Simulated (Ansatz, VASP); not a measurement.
## One calculation of ScBiTe3, two programs

```
Sc Bi Te
1.0
     5.34730    0.00000    0.00000
     0.00000    5.34730    0.00000
     0.00000    0.00000    5.34730
Sc Bi Te
1 1 3
Direct
  0.50000 0.50000 0.50000
  0.00000 0.00000 0.00000
  0.00000 0.50000 0.50000
  0.50000 0.00000 0.50000
  0.50000 0.50000 0.00000
```

Change from the starting cell: species swapped into the Pr3InO type (Pm-3m, No. 221).

Alike in both runs: task single point; functional PBE; k mesh 4 × 4 × 4; occupations gaussian, width 0.1 eV; no spin polarisation.

```csv
,VASP,Ansatz
version,VASP 6.6.1,Ansatz 0.2.0
potentials or method,"VASP PAW PBE potentials, release 64 (Sc_sv, Bi_d, Te), cutoff 520 eV","scalar-relativistic, plane waves, PAW"
valence electrons in the cell,44,74
```

Ansatz gave:

* gap on the k mesh at the Fermi level (eV): none
* pressure (GPa): 5.4

Problem. Which values does VASP return?

Solution. gap on the k mesh at the Fermi level (eV): none; pressure (GPa): 5.5.

A gap of «none» marks a metal or a gap that the smearing closes. VASP's potentials hold 44 valence electrons a cell and Ansatz's 74, so a difference there can come from the potentials and not from the codes.

Spin-orbit coupling is off throughout.
